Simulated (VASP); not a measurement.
# Zn18SeS17 (a cell with a defect) in VASP: electric field gradients with PBE

Aim: the electric field gradients of Zn18SeS17 (a cell with a defect) with PBE.

All numbers are computed with VASP 6.6.1; they aren't measurements. Logs are shortened: lines on timing, memory, paths and dates and some standing lists are left out, and cuts for length are marked.

**1. The cell of the first run**

The cell holds a defect, 36 atoms: a = 6.603 Å, b = 6.603 Å, c = 18.690 Å, α = 90.00°, β = 90.00°, γ = 120.00°.

**2. Electric field gradients, PBE**

Contents of INCAR:

```
SYSTEM = Zn18SeS17
PREC = Accurate ; ENCUT = 520
EDIFF = 1E-8 ; ISMEAR = -1
SIGMA = 0.01 ; LREAL = Auto
LASPH = .TRUE. ; NELM = 100
ALGO = Normal ; ISIF = 2
LWAVE = .FALSE. ; LCHARG = .FALSE.
GGA = PE ; LEFG = .TRUE.
NBANDS = 186
```

Contents of KPOINTS:

```
Automatic mesh
0
G
  3 3 1
  0 0 0
```

Contents of POSCAR:

```
Zn18SeS17
1.0
    5.7180000000      3.3012888392      0.0000000000
   -5.7180000000      3.3012888392      0.0000000000
    0.0000000000      0.0000000000     18.6899900000
Zn S Se
18 17 1
Direct
    0.0000000000      0.0000000000      0.0000000000
    0.3333333333      0.6666666667      0.0000000000
    0.6666666667      0.3333333333      0.0000000000
    0.0000000000      0.0000000000      0.5000000000
    0.3333333333      0.6666666667      0.5000000000
    0.6666666667      0.3333333333      0.5000000000
    0.3333333333      0.3333333334      0.1666700000
    0.6666666667      0.0000000000      0.1666700000
    0.0000000000      0.6666666667      0.1666700000
    0.3333333333      1.0000000000      0.6666700000
    0.6666666667      0.6666666666      0.6666700000
    0.0000000000      0.3333333333      0.6666700000
    0.3333333333      1.0000000000      0.3333300000
    0.6666666667      0.6666666666      0.3333300000
    0.0000000000      0.3333333333      0.3333300000
    0.3333333333      0.3333333334      0.8333300000
    0.6666666667      0.0000000000      0.8333300000
    0.0000000000      0.6666666667      0.8333300000
    0.0000000000      0.0000000000      0.1250000000
    0.3333333333      0.6666666667      0.1250000000
    0.6666666667      0.3333333333      0.1250000000
    0.0000000000      0.0000000000      0.6250000000
    0.3333333333      0.6666666667      0.6250000000
    0.6666666667      0.3333333333      0.6250000000
    0.6666666667      0.0000000000      0.2916700000
    0.0000000000      0.6666666667      0.2916700000
    0.3333333333      1.0000000000      0.7916700000
    0.6666666667      0.6666666666      0.7916700000
    0.0000000000      0.3333333333      0.7916700000
    0.3333333333      1.0000000000      0.4583300000
    0.6666666667      0.6666666666      0.4583300000
    0.0000000000      0.3333333333      0.4583300000
    0.3333333333      0.3333333334      0.9583300000
    0.6666666667      0.0000000000      0.9583300000
    0.0000000000      0.6666666667      0.9583300000
    0.3333333333      0.3333333334      0.2916700000
```

Potentials or basis: VASP PAW PBE potentials, release 64 (Zn, S, Se).

On the command line:

```console
$ cat potpaw_PBE.64/Zn/POTCAR potpaw_PBE.64/S/POTCAR potpaw_PBE.64/Se/POTCAR > POTCAR
$ mpirun -np 1 vasp_std > vasp.out
```

OUTCAR:

```text
SYSTEM = Zn18SeS17
   PREC = Accurate
   ENCUT = 520
   EDIFF = 1E-8
   ISMEAR = -1
   LREAL = Auto
   LASPH = .TRUE.
   NELM = 100
   ISIF = 2
   GGA = PE

 ion  position               nearest neighbor table
   1  0.000  0.000  0.000-  34 2.33  35 2.33  33 2.33  19 2.34
   2  0.333  0.667  0.000-  35 2.33  33 2.33  34 2.33  20 2.34
   3  0.667  0.333  0.000-  34 2.33  35 2.33  33 2.33  21 2.34
   4  0.000  0.000  0.500-  30 2.33  32 2.33  31 2.33  22 2.34
   5  0.333  0.667  0.500-  30 2.33  32 2.33  31 2.33  23 2.34
   6  0.667  0.333  0.500-  32 2.33  31 2.33  30 2.33  24 2.34
[... 28 lines left out ...]
  35  0.000  0.667  0.958-   1 2.33   2 2.33   3 2.33  18 2.34
  36  0.333  0.333  0.292-  15 2.33  14 2.33  13 2.33   7 2.34

  LATTYP: Found a hexagonal cell.
 ALAT       =     6.6025776784
 C/A-ratio  =     2.8307111117

  Lattice vectors:

 A1 = (   5.7180000000,   3.3012888392,   0.0000000000)
 A2 = (  -5.7180000000,   3.3012888392,   0.0000000000)
 A3 = (   0.0000000000,   0.0000000000,  18.6899900000)

Analysis of symmetry for initial positions (statically):
=====================================================================
 Subroutine PRICEL returns:
 Original cell was already a primitive cell.

 Routine SETGRP: Setting up the symmetry group for a
 hexagonal supercell.

 Subroutine GETGRP returns: Found  6 space group operations
 (whereof  2 operations were pure point group operations)
 out of a pool of 24 trial point group operations.

The static configuration has the point symmetry C_1h.
 The point group associated with its full space group is C_3v.

Analysis of symmetry for dynamics (positions and initial velocities):
=====================================================================
 Subroutine PRICEL returns:
 Original cell was already a primitive cell.

 Routine SETGRP: Setting up the symmetry group for a
 hexagonal supercell.

 Subroutine GETGRP returns: Found  6 space group operations
 (whereof  2 operations were pure point group operations)
 out of a pool of 24 trial point group operations.

The dynamic configuration has the point symmetry C_1h.
 The point group associated with its full space group is C_3v.

 Subroutine INISYM returns: Found  6 space group operations
 (whereof  2 operations are pure point group operations),
 and found     1 'primitive' translations

----------------------------------------------------------------------------------------

                                     Primitive cell

  volume of cell :     705.6133

  direct lattice vectors                    reciprocal lattice vectors
     5.718000000  3.301288839  0.000000000     0.087443162  0.151455999  0.000000000
    -5.718000000  3.301288839  0.000000000    -0.087443162  0.151455999  0.000000000
     0.000000000  0.000000000 18.689990000     0.000000000  0.000000000  0.053504577

  length of vectors
     6.602577678  6.602577678 18.689990000     0.174886324  0.174886324  0.053504577

  position of ions in fractional coordinates (direct lattice)
     0.000000000  0.000000000  0.000000000
     0.333333333  0.666666667  0.000000000
     0.666666667  0.333333333  0.000000000
     0.000000000  0.000000000  0.500000000
     0.333333333  0.666666667  0.500000000
     0.666666667  0.333333333  0.500000000
[... 28 lines left out ...]
     1.000000000  0.666666667  0.958330000
     0.333333333  0.333333333  0.291670000

  ion indices of the primitive-cell ions
   primitive index   ion index
                 1           1
                 2           2
                 3           3
                 4           4
                 5           5
                 6           6
[... 28 lines left out ...]
                35          35
                36          36

----------------------------------------------------------------------------------------

 KPOINTS: Automatic mesh

Automatic generation of k-mesh.
 Grid dimensions read from file:
[... 48 lines left out ...]
   NFREE  =      0    steps in history (QN), initial steepest desc. (CG)
   ISIF   =      2    stress and relaxation
   ISYM   =      2    0-nonsym 1-usesym 2-fastsym
   POTIM  = 0.5000    time-step for ionic-motion
   TEBEG  =    0.0;   TEEND  =   0.0 temperature during run
   PSTRESS=    0.0 pullay stress
   NELECT =     324.0000    total number of electrons
   NUPDOWN=      -1.0000    fix difference up-down
   EMIN   =  10.00;   EMAX   =-10.00  energy-range for DOS
   EFERMI =   0.00;   METHOD = LEGACY
   ISMEAR =    -1;   SIGMA  =   0.01  broadening in eV -4-tet -1-fermi 0-gaus
   EFERMI_NEDOS =   21; number of points for ismear=-14 and -15
   IALGO  =     38    algorithm
   IMIX   =      4    mixing-type and parameters
     AMIX     =   0.40;   BMIX     =  1.00
     AMIX_MAG =   1.60;   BMIX_MAG =  1.00
  volume/ion in A,a.u.               =      19.60       132.27
  Fermi-wavevector in a.u.,A,eV,Ry     =   1.262993  2.386711 21.703349  1.595151
  Thomas-Fermi vector in A             =   2.396373
   LORBIT       =      0    0 simple, 1 ext, 2 COOP (PROOUT), +10 PAW based schemes
   GGA     = PE    functional components
   LHFCALC =     F    Hartree Fock is set to
   AEXX    =    0.0000 exact exchange contribution
   IVDW    =     0    specifies the selected vdW correction
   LEPSILON=     F    determine dielectric tensor
   LRPA    =     F    only Hartree local field effects (RPA)
 non-spin polarized calculation
  energy-cutoff  :      520.00
  volume of cell :      705.61
 maximum number of plane-waves:     19101
 NGX is ok and might be reduce to    50
   NGX = 25   NGY = 25   NGZ = 69

 number of electron     324.0000015 magnetization

 Free energy of the ion-electron system (eV)
  ---------------------------------------------------
  ext. energy  EPLUGINS =         0.00000000
  ---------------------------------------------------
  free energy    TOTEN  =      -122.00782871 eV

  energy without entropy =     -122.00782871  energy(sigma->0) =     -122.00782871

 E-fermi :   2.4553     XC(G=0):  -9.6781

 val. band max:        2.2240068735   @ k =   0.0000   0.0000   0.0000
 cond. band min:       4.3755820483   @ k =   0.0000   0.0000   0.0000
 fundamental gap:      2.1515751748
 Fermi energy:         2.4552953520

 k-point     1 :       0.0000    0.0000    0.0000
  band No.  band energies     occupation
      1     -11.0942      2.00000
      2     -10.8734      2.00000
      3     -10.7972      2.00000
      4     -10.4282      2.00000
      5     -10.3268      2.00000
      6     -10.1287      2.00000
[... 520 lines left out ...]
    173       6.3172      0.00000
    174       6.3490      0.00000
 [bands above 174 left out]

------------------------ aborting loop because EDIFF is reached ----------------------------------------

  FORCE on cell =-STRESS in cart. coord.  units (eV):
  Direction    XX          YY          ZZ          XY          YZ          ZX
  --------------------------------------------------------------------------------------
  -------------------------------------------------------------------------------------
  Total       13.3480298     13.3480298     13.4564090      0.0000000      0.0000000      0.0000000
  in kB       30.3082604     30.3082604     30.5543482      0.0000000      0.0000000      0.0000000
  external PRESSURE =      30.3902897 kB  Pullay stress =       0.0000000 kB

 VOLUME and BASIS-vectors are now :
 -----------------------------------------------------------------------------
  energy-cutoff  :      520.00
  volume of cell :      705.61
      direct lattice vectors                 reciprocal lattice vectors
     5.718000000  3.301288839  0.000000000     0.087443162  0.151455999  0.000000000
    -5.718000000  3.301288839  0.000000000    -0.087443162  0.151455999  0.000000000
     0.000000000  0.000000000 18.689990000     0.000000000  0.000000000  0.053504577

 POSITION                                       TOTAL-FORCE (eV/Angst)
 -----------------------------------------------------------------------------------
      0.00000      0.00000      0.00000         0.000000     -0.004853     -0.004613
     -1.90600      3.30129      0.00000        -0.004203      0.002427     -0.004613
      1.90600      3.30129      0.00000         0.004203      0.002427     -0.004613
      0.00000      0.00000      9.34500         0.000000     -0.006042      0.003889
     -1.90600      3.30129      9.34500        -0.005233      0.003021      0.003889
      1.90600      3.30129      9.34500         0.005233      0.003021      0.003889
[... 28 lines left out ...]
     -3.81200      2.20086     17.91118         0.000000     -0.000000     -0.033442
     -0.00000      2.20086      5.45131         0.000000     -0.000000     -0.016630
 -----------------------------------------------------------------------------------
    total drift:                               -0.000005     -0.000029     -0.001837

  FREE ENERGIE OF THE ION-ELECTRON SYSTEM (eV)
  ---------------------------------------------------
  free  energy   TOTEN  =      -122.0078287110 eV

  energy  without entropy=     -122.0078287110  energy(sigma->0) =     -122.00782871

 Electric field gradients (V/A^2)
---------------------------------------------------------------------
 ion       V_xx      V_yy      V_zz      V_xy      V_xz      V_yz
---------------------------------------------------------------------
   1       0.339     0.295    -0.634     0.000     0.000     0.130
   2       0.313     0.329    -0.642     0.011     0.113    -0.065
   3       0.313     0.329    -0.642    -0.011    -0.113    -0.065
   4       0.542     0.144    -0.686    -0.000     0.000     0.046
   5       0.250     0.443    -0.693     0.165     0.040    -0.023
   6       0.250     0.443    -0.693    -0.165    -0.040    -0.023
[... 28 lines left out ...]
  35      -0.257    -0.256     0.512     0.000    -0.000     0.001
  36      -0.454    -0.454     0.908     0.000    -0.000     0.000
---------------------------------------------------------------------

 Electric field gradients after diagonalization (V/A^2)
 (convention: |V_zz| > |V_xx| > |V_yy|)
----------------------------------------------------------------------
 ion       V_xx      V_yy      V_zz     asymmetry (V_yy - V_xx)/ V_zz
----------------------------------------------------------------------
   1       0.339     0.313    -0.652       0.040
   2       0.335     0.325    -0.659       0.016
   3       0.335     0.325    -0.659       0.016
   4       0.542     0.146    -0.688       0.575
   5       0.538     0.158    -0.696       0.545
   6       0.538     0.158    -0.696       0.545
[... 28 lines left out ...]
  35      -0.257    -0.256     0.512       0.002
  36      -0.454    -0.454     0.908       0.000
----------------------------------------------------------------------

           NMR quadrupolar parameters

 Cq : quadrupolar parameter    Cq=e*Q*V_zz/h
 eta: asymmetry parameters     (V_yy - V_xx)/ V_zz
 Q  : nuclear electric quadrupole moment in mb (millibarn)
----------------------------------------------------------------------
 ion       Cq(MHz)       eta       Q (mb)
----------------------------------------------------------------------
   1      -0.002       0.040       1.000
   2      -0.002       0.016       1.000
   3      -0.002       0.016       1.000
   4      -0.002       0.575       1.000
   5      -0.002       0.545       1.000
   6      -0.002       0.545       1.000
[... 28 lines left out ...]
  35       0.001       0.002       1.000
  36       0.002       0.000       1.000
----------------------------------------------------------------------
```

It took 33 min on 1 thread of Intel Xeon Platinum 8259CL at 2.50GHz (Skylake/Cascade Lake), shared host; peak memory 0.87 GiB.

What came out:

```
Free energy                             : -122.0078 eV
Pressure                                : 3.0 GPa
Largest force                           : 0.818 eV/Å
Band gap on the k mesh                  : 2.15 eV
Largest electric field gradient by atom : Zn -0.7, -11.3, +1.2, +1.1, -12.7, +0.7 (each value once); S +1.4, +1.5, +2.2, +0.3, -0.8, +0.6, +0.5 (each value once); Se +0.9 V/Å²
```

Forces in eV/Å, atoms in the order of the input:
```
Zn   0.000 -0.005 -0.005
Zn  -0.004  0.002 -0.005
Zn   0.004  0.002 -0.005
Zn   0.000 -0.006  0.004
Zn  -0.005  0.003  0.004
Zn   0.005  0.003  0.004
Zn   0.000  0.000 -0.790
Zn   0.000  0.000  0.014
Zn   0.000  0.000  0.014
Zn   0.000  0.000  0.017
Zn   0.000  0.000  0.017
Zn   0.000  0.000  0.017
Zn   0.669 -0.386  0.270
Zn   0.000  0.772  0.270
Zn  -0.669 -0.386  0.270
Zn   0.000  0.000  0.001
Zn   0.000  0.000  0.003
Zn   0.000  0.000  0.003
S    0.000 -0.021 -0.018
S   -0.019  0.011 -0.018
S    0.019  0.011 -0.018
S    0.000  0.002  0.024
S    0.002 -0.001  0.024
S   -0.002 -0.001  0.024
S    0.000  0.000  0.005
S    0.000  0.000  0.005
S    0.000  0.000 -0.008
S    0.000  0.000 -0.008
S    0.000  0.000 -0.008
S    0.030 -0.017  0.001
S    0.000  0.035  0.001
S   -0.030 -0.017  0.001
S    0.000  0.000 -0.027
S    0.000  0.000 -0.033
S    0.000  0.000 -0.033
Se   0.000  0.000 -0.017
```

Levels at points of the mesh, in eV from the valence-band top:
```csv
k point,band 160,band 161,band 162,band 163,band 164,band 165
"(0.00, 0.00, 0.00)",-0.03,0.00,0.00,2.15,3.18,3.25
```

Electric field gradients, principal values (V/Å²):
```tsv
atom	least	middle	greatest (by size)
1 Zn	0.313	0.339	-0.652
2 Zn	0.325	0.335	-0.659
3 Zn	0.325	0.335	-0.659
4 Zn	0.146	0.542	-0.688
5 Zn	0.158	0.538	-0.696
6 Zn	0.158	0.538	-0.696
7 Zn	5.671	5.673	-11.344
8 Zn	-0.572	-0.580	1.151
9 Zn	-0.572	-0.580	1.151
10 Zn	-0.536	-0.549	1.085
11 Zn	-0.534	-0.547	1.081
12 Zn	-0.536	-0.549	1.085
13 Zn	5.952	6.701	-12.653
14 Zn	5.952	6.698	-12.651
15 Zn	5.952	6.701	-12.653
16 Zn	-0.355	-0.357	0.712
17 Zn	-0.327	-0.335	0.662
18 Zn	-0.327	-0.335	0.662
19 S	-0.135	-1.240	1.375
20 S	-0.134	-1.240	1.375
21 S	-0.134	-1.240	1.375
22 S	-0.729	-0.746	1.475
23 S	-0.729	-0.747	1.476
24 S	-0.729	-0.747	1.476
25 S	-1.118	-1.119	2.237
26 S	-1.118	-1.119	2.237
27 S	-0.139	-0.144	0.283
28 S	-0.139	-0.145	0.284
29 S	-0.139	-0.144	0.283
30 S	0.204	0.614	-0.819
31 S	0.204	0.615	-0.819
32 S	0.204	0.614	-0.819
33 S	-0.277	-0.277	0.554
34 S	-0.256	-0.257	0.512
35 S	-0.256	-0.257	0.512
36 Se	-0.454	-0.454	0.908
```

Caveat: without QUAD_EFG the Cq values of the log hold for a quadrupole moment of 1 mb, not for the nuclei.
